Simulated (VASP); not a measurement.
H2CI2:

```xyz
5
Lattice="0.0000 6.6083 2.5949 4.1424 0.0000 2.5949 4.1424 6.6083 0.0000" Properties=species:S:1:pos:R:3 pbc="T T T"
H     5.0571    6.6083    4.5691
H     3.2276    6.6083    4.5691
C     4.1424    6.6083    5.1831
I     4.1424    8.4285    1.1848
I     4.1424    4.7880    1.1848
```

```yaml
Program: VASP 6.6.1
Task: relaxation of shape and atoms at fixed volume
Functional: PBE
Potentials_or_basis: VASP PAW PBE potentials, release 64 (H, C, I)
Cutoff: 600 eV
k_mesh: 6 × 6 × 6
Occupations: gaussian, width 0.02 eV
Spin: no spin polarisation
```

At the start: pressure -0.9 GPa; volume 28.41 Å³/atom.

Task: How do energy, volume and symmetry change on relaxing?

Result: Over 11 steps the energy falls by 2.1 meV/atom; space group Fmm2 (No. 42, to 0.1 Å) before and after.

The path:
| step | energy change (eV) | largest force (eV/Å) | pressure (GPa) | volume (Å³) |
| --- | --- | --- | --- | --- |
| 1 | 0.0000 | 0.3327 | -0.87 | 142.07 |
| 2 | -0.0083 | 0.3552 | -0.06 | 142.07 |
| 3 | -0.0087 | 0.2744 | -0.20 | 142.07 |
| 4 | -0.0078 | 0.3072 | 0.04 | 142.07 |
| 5 | -0.0103 | 0.0203 | -0.09 | 142.07 |
| 6 | -0.0103 | 0.0235 | -0.10 | 142.07 |
| 7 | -0.0103 | 0.0139 | -0.11 | 142.07 |
| 8 | -0.0104 | 0.0158 | -0.12 | 142.07 |
| 9 | -0.0104 | 0.0134 | -0.10 | 142.07 |
| 10 | -0.0104 | 0.0142 | -0.09 | 142.07 |
| 11 | -0.0104 | 0.0077 | -0.09 | 142.07 |

Final structure:
```xyz
5
Lattice="0.0000 6.5841 2.5934 4.1600 0.0000 2.5934 4.1600 6.5841 0.0000" Properties=species:S:1:pos:R:3 pbc="T T T"
H     5.0655    6.5841    4.5752
H     3.2545    6.5841    4.5752
C     4.1600    6.5841    5.1841
I     4.1600    8.3877    1.1732
I     4.1600    4.7806    1.1732
```

Caveat: this functional lacks dispersion, which holds the molecules together, so the pressure and a relaxed volume are unreliable.
